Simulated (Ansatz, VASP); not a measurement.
## One calculation of CuGe4, two programs

```
CELL_PARAMETERS angstrom
4.03036 0.00000 0.00000
-2.01518 3.49039 0.00000
0.00000 0.00000 21.59841
ATOMIC_POSITIONS crystal
Ge 0.33333 0.66667 0.18520
Ge 0.00000 0.00000 0.22329
Ge 0.00000 0.00000 0.34431
Ge 0.66667 0.33333 0.37958
Cu 0.88889 0.77778 0.49533
```

Alike in both runs: task single point; functional PBE; dispersion D3(BJ); k mesh 9 × 9 × 1; occupations gaussian, width 0.1 eV; no spin polarisation.

|  | VASP | Ansatz |
| --- | --- | --- |
| version | VASP 6.6.1 | Ansatz 0.2.0 |
| potentials or method | VASP PAW PBE potentials, release 64 (Ge_d, Cu), cutoff 520 eV | scalar-relativistic, plane waves, PAW |
| valence electrons in the cell | 67 | 75 |

VASP gave:

* gap on the k mesh at the Fermi level (eV): none
* rms of the force components (eV/Å): 0.299

Q: Which values does Ansatz return?

A: gap on the k mesh at the Fermi level (eV): none; rms of the force components (eV/Å): 0.301.

Atom by atom the forces differ by 0.002 eV/Å (rms over components). A gap of «none» marks a metal or a gap that the smearing closes. VASP's potentials hold 67 valence electrons a cell and Ansatz's 75, so a difference there can come from the potentials and not from the codes.
